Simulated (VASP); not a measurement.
# InGa2N3 (Cmc2_1) in VASP: further runs

Runs on InGa2N3. Level: PBEsol. Tasks: single point.

Program: VASP 6.6.1. These are calculated values, not measurements. Logs are shortened: lines on timing, memory, paths and dates and some standing lists are left out, and cuts for length are marked.

### Step 1. The cell of the first run

It takes space group Cmc2_1 (No. 36, orthorhombic). Conventional cell: a = 9.887 Å, b = 5.702 Å, c = 5.324 Å, α = 90.00°, β = 90.00°, γ = 90.00°. Within 2.8 Å of In (site symmetry m) lie 4 N at 2.15 to 2.16 Å. Ga (site symmetry 1) has 4 N at 1.94 to 1.95 Å within 2.6 Å. N (site symmetry 1) has 3 Ga at 1.94 to 1.95 Å and 1 In at 2.15 Å within 2.6 Å. N (site symmetry m) has 2 Ga at 1.95 Å and 2 In at 2.15 to 2.16 Å within 2.6 Å.

### Step 2. Single point, PBEsol

INCAR

```
PREC = Accurate
ENCUT = 600
EDIFF = 1E-6
ISMEAR = 0
SIGMA = 0.02
LREAL = False
LASPH = True
NELM = 120
ALGO = Normal
ISIF = 2
LWAVE = False
LCHARG = False
GGA = PS
NBANDS = 66
GGA_COMPAT = False
```

KPOINTS

```
regular mesh
0
Gamma
  6 6 6
```

POSCAR

```
InGa2N3
1.0
    4.9434147413     -2.8512154823      0.0000000000
    4.9434147413      2.8512154823      0.0000000000
    0.0000000000      0.0000000000      5.3244509399
In Ga N
2 4 6
Direct
    0.3251726725      0.6748273275      0.9896733630
    0.6748273275      0.3251726725      0.4896733630
    0.0069782485      0.3339158013      0.9926534811
    0.6660841987      0.9930217515      0.9926534811
    0.9930217515      0.6660841987      0.4926534811
    0.3339158013      0.0069782485      0.4926534811
    0.0265943902      0.3336217374      0.3589330737
    0.6663782626      0.9734056098      0.3589330737
    0.9734056098      0.6663782626      0.8589330737
    0.3336217374      0.0265943902      0.8589330737
    0.3078313853      0.6921686147      0.3951545273
    0.6921686147      0.3078313853      0.8951545273
```

Potentials or basis: VASP PAW PBE potentials, release 64 (In_d, Ga_d, N).

Run with:

```console
$ cat potpaw_PBE.64/In_d/POTCAR potpaw_PBE.64/Ga_d/POTCAR potpaw_PBE.64/N/POTCAR > POTCAR
$ mpirun -np 1 vasp_std > vasp.out
```

OUTCAR:

```text
PREC = Accurate
   ENCUT = 600
   EDIFF = 1E-6
   ISMEAR = 0
   LREAL = False
   LASPH = True
   NELM = 120
   ISIF = 2
   GGA = PS

 ion  position               nearest neighbor table
   1  0.325  0.675  0.990-   9 2.15  10 2.15  12 2.15  11 2.16   3 3.26   4 3.26   4 3.26   3 3.26
                             6 3.27   5 3.27   6 3.30   5 3.30   2 3.33   2 3.33   4 3.37   3 3.37
   2  0.675  0.325  0.490-   7 2.15   8 2.15  11 2.15  12 2.16   6 3.26   5 3.26   6 3.26   5 3.26
                             4 3.27   3 3.27   4 3.30   3 3.30   1 3.33   1 3.33   6 3.37   5 3.37
   3  0.007  0.334  0.993-   9 1.94  10 1.95  12 1.95   7 1.95   1 3.26   1 3.26   2 3.27   2 3.30
                             1 3.37
   4  0.666  0.993  0.993-  10 1.94   9 1.95  12 1.95   8 1.95   1 3.26   1 3.26   2 3.27   2 3.30
                             1 3.37
   5  0.993  0.666  0.493-   7 1.94   8 1.95  11 1.95   9 1.95   2 3.26   2 3.26   1 3.27   1 3.30
                             2 3.37
   6  0.334  0.007  0.493-   8 1.94   7 1.95  11 1.95  10 1.95   2 3.26   2 3.26   1 3.27   1 3.30
                             2 3.37
   7  0.027  0.334  0.359-   5 1.94   6 1.95   3 1.95   2 2.15
   8  0.666  0.973  0.359-   6 1.94   5 1.95   4 1.95   2 2.15
   9  0.973  0.666  0.859-   3 1.94   4 1.95   5 1.95   1 2.15
  10  0.334  0.027  0.859-   4 1.94   3 1.95   6 1.95   1 2.15
  11  0.308  0.692  0.395-   5 1.95   6 1.95   2 2.15   1 2.16
  12  0.692  0.308  0.895-   3 1.95   4 1.95   1 2.15   2 2.16

  LATTYP: Found a base centered orthorhombic cell.
 ALAT       =     5.7024309646
 B/A-ratio  =     1.7337920518
 C/A-ratio  =     0.9337159841

  Lattice vectors:

 A1 = (  -4.9434147413,  -2.8512154823,   0.0000000000)
 A2 = (   4.9434147413,  -2.8512154823,   0.0000000000)
 A3 = (   0.0000000000,   0.0000000000,   5.3244509399)

Analysis of symmetry for initial positions (statically):
=====================================================================
 Subroutine PRICEL returns:
 Original cell was already a primitive cell.

 Routine SETGRP: Setting up the symmetry group for a
 base centered orthorhombic supercell.

 Subroutine GETGRP returns: Found  4 space group operations
 (whereof  2 operations were pure point group operations)
 out of a pool of  8 trial point group operations.

The static configuration has the point symmetry C_1h.
 The point group associated with its full space group is C_2v.

Analysis of symmetry for dynamics (positions and initial velocities):
=====================================================================
 Subroutine PRICEL returns:
 Original cell was already a primitive cell.

 Routine SETGRP: Setting up the symmetry group for a
 base centered orthorhombic supercell.

 Subroutine GETGRP returns: Found  4 space group operations
 (whereof  2 operations were pure point group operations)
 out of a pool of  8 trial point group operations.

The dynamic configuration has the point symmetry C_1h.
 The point group associated with its full space group is C_2v.

 Subroutine INISYM returns: Found  4 space group operations
 (whereof  2 operations are pure point group operations),
 and found     1 'primitive' translations

----------------------------------------------------------------------------------------

                                     Primitive cell

  volume of cell :     150.0935

  direct lattice vectors                    reciprocal lattice vectors
     4.943414741 -2.851215482  0.000000000     0.101144659 -0.175363806  0.000000000
     4.943414741  2.851215482  0.000000000     0.101144659  0.175363806  0.000000000
     0.000000000  0.000000000  5.324450940     0.000000000  0.000000000  0.187812793

  length of vectors
     5.706731028  5.706731028  5.324450940     0.202441860  0.202441860  0.187812793

  position of ions in fractional coordinates (direct lattice)
     0.325172673  0.674827327  0.989673363
     0.674827327  0.325172673  0.489673363
     0.006978248  0.333915801  0.992653481
     0.666084199  0.993021752  0.992653481
     0.993021752  0.666084199  0.492653481
     0.333915801  0.006978248  0.492653481
     0.026594390  0.333621737  0.358933074
     0.666378263  0.973405610  0.358933074
     0.973405610  0.666378263  0.858933074
     0.333621737  0.026594390  0.858933074
     0.307831385  0.692168615  0.395154527
     0.692168615  0.307831385  0.895154527

  ion indices of the primitive-cell ions
   primitive index   ion index
                 1           1
                 2           2
                 3           3
                 4           4
                 5           5
                 6           6
                 7           7
                 8           8
                 9           9
                10          10
                11          11
                12          12

----------------------------------------------------------------------------------------

 KPOINTS: regular mesh

Automatic generation of k-mesh.
 Grid dimensions read from file:
 generate k-points for:    6    6    6

 Generating k-lattice:

  Cartesian coordinates                     Fractional coordinates (reciprocal lattice)
     0.016857443 -0.029227301  0.000000000     0.166666667  0.000000000  0.000000000
     0.016857443  0.029227301  0.000000000     0.000000000  0.166666667  0.000000000
     0.000000000  0.000000000  0.031302132     0.000000000  0.000000000  0.166666667

  Length of vectors
     0.033740310  0.033740310  0.031302132

  Shift w.r.t. Gamma in fractional coordinates (k-lattice)
     0.000000000  0.000000000  0.000000000

 Subroutine IBZKPT returns following result:
 ===========================================

 Found     52 irreducible k-points:

 Following reciprocal coordinates:
            Coordinates               Weight
  0.000000  0.000000  0.000000      1.000000
  0.166667  0.000000  0.000000      4.000000
  0.333333  0.000000  0.000000      4.000000
  0.500000  0.000000  0.000000      2.000000
  0.166667  0.166667  0.000000      2.000000
  0.333333  0.166667  0.000000      4.000000
[... 16 lines left out ...]
  0.333333  0.333333  0.166667      4.000000
  0.500000  0.333333  0.166667      8.000000
 [... further k-points ...]
   k-points           NKPTS =     52   k-points in BZ     NKDIM =     52   number of bands    NBANDS=     66
   number of dos      NEDOS =    301   number of ions     NIONS =     12
   total plane-waves  NPLWV = 110592
   dimension x,y,z NGX =    48 NGY =   48 NGZ =   48
   dimension x,y,z NGXF=    96 NGYF=   96 NGZF=   96
   ions per type =               2   4   6
   NGX,Y,Z   is equivalent  to a cutoff of  13.98, 13.98, 14.99 a.u.
   NGXF,Y,Z  is equivalent  to a cutoff of  27.97, 27.97, 29.97 a.u.
 SYSTEM =  unknown system
   PREC   = accura    normal or accurate (medium, high low for compatibility)
   ISTART =      0    job   : 0-new  1-cont  2-samecut
   ICHARG =      2    charge: 1-file 2-atom 10-const
   ISPIN  =      1    spin polarized calculation?
   LNONCOLLINEAR =      F non collinear calculations
   LSORBIT =      F    spin-orbit coupling
   LASPH  =      T    aspherical Exc in radial PAW
   ENCUT  =  600.0 eV  44.10 Ry    6.64 a.u.  11.40 11.40 10.63*2*pi/ulx,y,z
   NELM   =    120;   NELMIN=  2; NELMDL= -5     # of ELM steps
   EDIFF  = 0.1E-05   stopping-criterion for ELM
   LREAL  =      F    real-space projection
   EDIFFG = 0.1E-04   stopping-criterion for IOM
   NSW    =      0    number of steps for IOM
   IBRION =     -1    ionic relax: 0-MD 1-quasi-New 2-CG
   NFREE  =      0    steps in history (QN), initial steepest desc. (CG)
   ISIF   =      2    stress and relaxation
   ISYM   =      2    0-nonsym 1-usesym 2-fastsym
   POTIM  = 0.5000    time-step for ionic-motion
   TEBEG  =    0.0;   TEEND  =   0.0 temperature during run
   PSTRESS=    0.0 pullay stress
   NELECT =     108.0000    total number of electrons
   NUPDOWN=      -1.0000    fix difference up-down
   EMIN   =  10.00;   EMAX   =-10.00  energy-range for DOS
   EFERMI =   0.00;   METHOD = LEGACY
   ISMEAR =     0;   SIGMA  =   0.02  broadening in eV -4-tet -1-fermi 0-gaus
   EFERMI_NEDOS =   21; number of points for ismear=-14 and -15
   IALGO  =     38    algorithm
   IMIX   =      4    mixing-type and parameters
     AMIX     =   0.40;   BMIX     =  1.00
     AMIX_MAG =   1.60;   BMIX_MAG =  1.00
  volume/ion in A,a.u.               =      12.51        84.41
  Fermi-wavevector in a.u.,A,eV,Ry     =   1.466995  2.772219 29.280768  2.152076
  Thomas-Fermi vector in A             =   2.582666
   LORBIT       =      0    0 simple, 1 ext, 2 COOP (PROOUT), +10 PAW based schemes
   GGA     = PS    functional components
   LHFCALC =     F    Hartree Fock is set to
   AEXX    =    0.0000 exact exchange contribution
   IVDW    =     0    specifies the selected vdW correction
   LEPSILON=     F    determine dielectric tensor
   LRPA    =     F    only Hartree local field effects (RPA)
 non-spin polarized calculation
 Gauss-broadening in eV      SIGMA  =   0.02
  energy-cutoff  :      600.00
  volume of cell :      150.09
 maximum number of plane-waves:      5049
 NGX is ok and might be reduce to    48
   NGX = 23   NGY = 23   NGZ = 21

 number of electron     108.0000007 magnetization

 Free energy of the ion-electron system (eV)
  ---------------------------------------------------
  ext. energy  EPLUGINS =         0.00000000
  ---------------------------------------------------
  free energy    TOTEN  =       -75.57124720 eV

  energy without entropy =      -75.57124720  energy(sigma->0) =      -75.57124720

 E-fermi :   5.9774     XC(G=0): -11.6498

 val. band max:        5.8736917354   @ k =   0.0000   0.0000   0.0000
 cond. band min:       6.9079833409   @ k =   0.0000   0.0000   0.0000
 fundamental gap:      1.0342916055
 Fermi energy:         5.9774331854

 k-point     1 :       0.0000    0.0000    0.0000
  band No.  band energies     occupation
      1      -9.7197      2.00000
      2      -9.1506      2.00000
      3      -9.0067      2.00000
      4      -8.9999      2.00000
      5      -8.9718      2.00000
      6      -8.9505      2.00000
[... 58 lines left out ...]
     65      14.1612      0.00000
     66      14.9565      0.00000

 k-point     2 :       0.1667    0.0000    0.0000
  band No.  band energies     occupation
      1      -9.6529      2.00000
      2      -9.1354      2.00000
      3      -9.0611      2.00000
      4      -8.9820      2.00000
      5      -8.9727      2.00000
      6      -8.9398      2.00000
[... 58 lines left out ...]
     65      14.0675      0.00000
     66      14.6941      0.00000

 k-point     3 :       0.3333    0.0000    0.0000
  band No.  band energies     occupation
      1      -9.4908      2.00000
      2      -9.1759      2.00000
      3      -9.0725      2.00000
      4      -8.9949      2.00000
      5      -8.9663      2.00000
      6      -8.9254      2.00000
[... 1438 lines left out ...]
     65      13.6341      0.00000
     66      14.2736      0.00000

 k-point    24 :       0.5000    0.3333    0.1667
  band No.  band energies     occupation
      1      -9.3820      2.00000
      2      -9.1476      2.00000
      3      -9.0419      2.00000
      4      -9.0066      2.00000
      5      -8.9609      2.00000
      6      -8.9305      2.00000
[... 58 lines left out ...]
     65      13.5642      0.00000
     66      14.0159      0.00000

 [... further k-points ...]

------------------------ aborting loop because EDIFF is reached ----------------------------------------

  FORCE on cell =-STRESS in cart. coord.  units (eV):
  Direction    XX          YY          ZZ          XY          YZ          ZX
  --------------------------------------------------------------------------------------
  -------------------------------------------------------------------------------------
  Total        0.7376969      0.7466685      0.7742502      0.0000000      0.0000000      0.0000000
  in kB        7.8745664      7.9703336      8.2647551      0.0000000      0.0000000      0.0000000
  external PRESSURE =       8.0365517 kB  Pullay stress =       0.0000000 kB

 VOLUME and BASIS-vectors are now :
 -----------------------------------------------------------------------------
  energy-cutoff  :      600.00
  volume of cell :      150.09
      direct lattice vectors                 reciprocal lattice vectors
     4.943414741 -2.851215482  0.000000000     0.101144659 -0.175363806  0.000000000
     4.943414741  2.851215482  0.000000000     0.101144659  0.175363806  0.000000000
     0.000000000  0.000000000  5.324450940     0.000000000  0.000000000  0.187812793

 POSITION                                       TOTAL-FORCE (eV/Angst)
 -----------------------------------------------------------------------------------
      4.94341      0.99694      5.26947         0.000000     -0.000867     -0.002817
      4.94341     -0.99694      2.60724         0.000000      0.000867     -0.002817
      1.68518      0.93217      5.28533        -0.000759      0.000292     -0.000871
      8.20165      0.93217      5.28533         0.000759      0.000292     -0.000871
      8.20165     -0.93217      2.62311         0.000759     -0.000292     -0.000871
      1.68518     -0.93217      2.62311        -0.000759     -0.000292     -0.000871
      1.78070      0.87540      1.91112         0.019802     -0.010523     -0.007369
      8.10613      0.87540      1.91112        -0.019802     -0.010523     -0.007369
      8.10613     -0.87540      4.57335        -0.019802      0.010523     -0.007369
      1.78070     -0.87540      4.57335         0.019802      0.010523     -0.007369
      4.94341      1.09583      2.10398         0.000000      0.024867      0.019296
      4.94341     -1.09583      4.76621         0.000000     -0.024867      0.019296
 -----------------------------------------------------------------------------------
    total drift:                                0.000000     -0.000000      0.000332

  FREE ENERGIE OF THE ION-ELECTRON SYSTEM (eV)
  ---------------------------------------------------
  free  energy   TOTEN  =       -75.5712472014 eV

  energy  without entropy=      -75.5712472014  energy(sigma->0) =      -75.57124720
```

Wall time 14 min (1 thread of Intel Xeon Platinum 8259CL at 2.50GHz (Skylake/Cascade Lake), shared host); peak memory 0.65 GiB.

Results:

```yaml
Free_energy: -75.5712 eV
Pressure: 0.8 GPa
Largest_force: 0.031 eV/Å
Band_gap_on_the_k_mesh: 1.03 eV
```

Forces in eV/Å, atoms in the order of the input:
```
In   0.000 -0.001 -0.003
In   0.000  0.001 -0.003
Ga  -0.001  0.000 -0.001
Ga   0.001  0.000 -0.001
Ga   0.001  0.000 -0.001
Ga  -0.001  0.000 -0.001
N    0.020 -0.011 -0.007
N   -0.020 -0.011 -0.007
N   -0.020  0.011 -0.007
N    0.020  0.011 -0.007
N    0.000  0.025  0.019
N    0.000 -0.025  0.019
```

Levels at points of the mesh, in eV from the valence-band top:
| k point | band 50 | band 51 | band 52 | band 53 | band 54 | band 55 | band 56 | band 57 | band 58 | band 59 |
| --- | --- | --- | --- | --- | --- | --- | --- | --- | --- | --- |
| (0.00, 0.00, 0.00) | -0.96 | -0.95 | -0.05 | 0.00 | 0.00 | 1.03 | 3.56 | 5.05 | 5.09 | 6.46 |
| (0.50, 0.00, 0.00) | -1.09 | -0.93 | -0.86 | -0.84 | -0.79 | 3.74 | 4.00 | 4.93 | 5.18 | 5.71 |
| (0.50, 0.50, 0.00) | -1.14 | -1.04 | -0.84 | -0.80 | -0.68 | 3.62 | 4.31 | 4.45 | 5.12 | 5.72 |
| (0.00, 0.00, 0.50) | -1.03 | -0.50 | -0.50 | -0.49 | -0.49 | 3.41 | 3.41 | 5.79 | 5.79 | 6.13 |
| (0.50, 0.00, 0.50) | -1.78 | -1.48 | -1.48 | -1.22 | -1.22 | 3.91 | 3.91 | 4.83 | 4.83 | 5.19 |
| (0.50, 0.50, 0.50) | -1.79 | -1.46 | -1.46 | -1.30 | -1.30 | 4.02 | 4.02 | 4.78 | 4.78 | 5.15 |

Caveat: the PAW data sets were made with another functional, which shifts forces and pressure a little; spin-orbit coupling is left out, which moves the levels of the heavy elements.

### Step 3. Single point, PBEsol

This run uses another cell than the first one, of 11.83 Å³/atom.

INCAR

```
SYSTEM = InGa2N3
ALGO = Normal ; EDIFF = 1E-6
ENCUT = 600 ; GGA = PS
GGA_COMPAT = .False. ; ISIF = 2
ISMEAR = 0 ; LASPH = .True.
LCHARG = .True. ; LELF = .True.
LREAL = .False. ; LVHAR = .True.
LWAVE = .False. ; NBANDS = 66
NELM = 120 ; PREC = Accurate
SIGMA = 0.02
```

KPOINTS

```
k-points
0
Gamma
  6 6 6
  0 0 0
```

POSCAR

```
InGa2N3
1.0
    4.8539505115     -2.7991519060      0.0000000000
    4.8539505115      2.7991519060      0.0000000000
    0.0000000000      0.0000000000      5.2241204297
In Ga N
2 4 6
Direct
    0.3246132836      0.6753867164      0.9893440218
    0.6753867164      0.3246132836      0.4893440218
    0.0068395373      0.3342001228      0.9926845484
    0.6657998772      0.9931604627      0.9926845484
    0.9931604627      0.6657998772      0.4926845484
    0.3342001228      0.0068395373      0.4926845484
    0.0272300123      0.3333807652      0.3587480112
    0.6666192348      0.9727699877      0.3587480112
    0.9727699877      0.6666192348      0.8587480112
    0.3333807652      0.0272300123      0.8587480112
    0.3079543818      0.6920456182      0.3957918586
    0.6920456182      0.3079543818      0.8957918586
```

Potentials or basis: VASP PAW PBE potentials, release 64 (In_d, Ga_d, N).

Run with:

```console
$ cat potpaw_PBE.64/In_d/POTCAR potpaw_PBE.64/Ga_d/POTCAR potpaw_PBE.64/N/POTCAR > POTCAR
$ mpirun -np 1 vasp_std > vasp.out
```

Wall time 12 min (1 thread of Intel Xeon Platinum 8259CL at 2.50GHz (Skylake/Cascade Lake), shared host); peak memory 0.61 GiB.

The run converged. Its results:

| Property | Result |
| --- | --- |
| Free energy | -75.2527 eV |
| Pressure | 11.7 GPa |
| Largest force | 0.039 eV/Å |
| Band gap on the k mesh | 1.31 eV |

Forces in eV/Å, atoms in the order of the input:
```
In   0.000 -0.002 -0.006
In   0.000  0.002 -0.006
Ga   0.001  0.001  0.003
Ga  -0.001  0.001  0.003
Ga  -0.001 -0.001  0.003
Ga   0.001 -0.001  0.003
N    0.026 -0.014 -0.013
N   -0.026 -0.014 -0.013
N   -0.026  0.014 -0.013
N    0.026  0.014 -0.013
N    0.000  0.030  0.025
N    0.000 -0.030  0.025
```

Levels at points of the mesh, in eV from the valence-band top:
```
           k point  band 51  band 52  band 53  band 54  band 55  band 56  band 57  band 58
(0.00, 0.00, 0.00)    -1.02    -0.06     0.00     0.00     1.31     3.85     5.04     5.10
(0.50, 0.00, 0.00)    -1.00    -0.93    -0.92    -0.85     3.97     4.24     5.12     5.49
(0.50, 0.50, 0.00)    -1.13    -0.93    -0.86    -0.73     3.84     4.59     4.71     5.29
(0.00, 0.00, 0.50)    -0.54    -0.54    -0.52    -0.52     3.67     3.67     6.08     6.08
(0.50, 0.00, 0.50)    -1.60    -1.60    -1.30    -1.30     4.08     4.08     5.02     5.02
(0.50, 0.50, 0.50)    -1.58    -1.58    -1.39    -1.39     4.18     4.18     5.02     5.02
```

Caveat: the cell stands under pressure; the PAW data sets were made with another functional, which shifts forces and pressure a little; spin-orbit coupling is left out, which moves the levels of the heavy elements.

[end of part 1 of 3]
